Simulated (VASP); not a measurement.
Crystal: Si.

```
CELL_PARAMETERS angstrom
2.62054 0.00000 0.00000
-1.31027 2.26946 0.00000
0.00000 0.00000 2.46635
ATOMIC_POSITIONS crystal
Si 0.00000 0.00000 0.00000
```

```yaml
Program: VASP 6.6.1
Task: relaxation of cell and atoms
Functional: PBE
Dispersion: D4
Potentials_or_basis: VASP PAW PBE potentials, release 64 (Si)
Cutoff: 500 eV
k_mesh: 12 × 12 × 11
Occupations: fermi-dirac, width 0.05 eV
Spin: no spin polarisation
```

At the start: pressure -1.3 GPa; volume 14.67 Å³/atom.

Task: How do energy, volume and symmetry change on relaxing?

Result: Over 6 steps the energy falls by 2.6 meV/atom and the volume is 14.49 Å³/atom (-1.2 %); space group P6/mmm (No. 191, to 0.05 Å).

Step by step:
```
step  energy change (eV)  largest force (eV/Å)  pressure (GPa)  volume (Å³)
   1              0.0000                0.0000           -1.33        14.67
   2             -0.0019                0.0000            0.58        14.41
   3             -0.0026                0.0000           -0.09        14.49
   4             -0.0026                0.0000           -0.12        14.50
   5             -0.0026                0.0000            0.04        14.48
   6             -0.0026                0.0000           -0.01        14.49
```

Final structure:
```cif
data_structure
_symmetry_space_group_name_H-M 'P 1'
_symmetry_Int_Tables_number 1
_cell_length_a 2.5988
_cell_length_b 2.5988
_cell_length_c 2.4767
_cell_angle_alpha 90.000
_cell_angle_beta 90.000
_cell_angle_gamma 120.000
_cell_volume 14.49
loop_
_atom_site_label
_atom_site_type_symbol
_atom_site_fract_x
_atom_site_fract_y
_atom_site_fract_z
_atom_site_occupancy
Si1 Si 0.00000 0.00000 0.00000 1
```

Caveat: pairwise dispersion overbinds metals, which lowers pressure and volume.
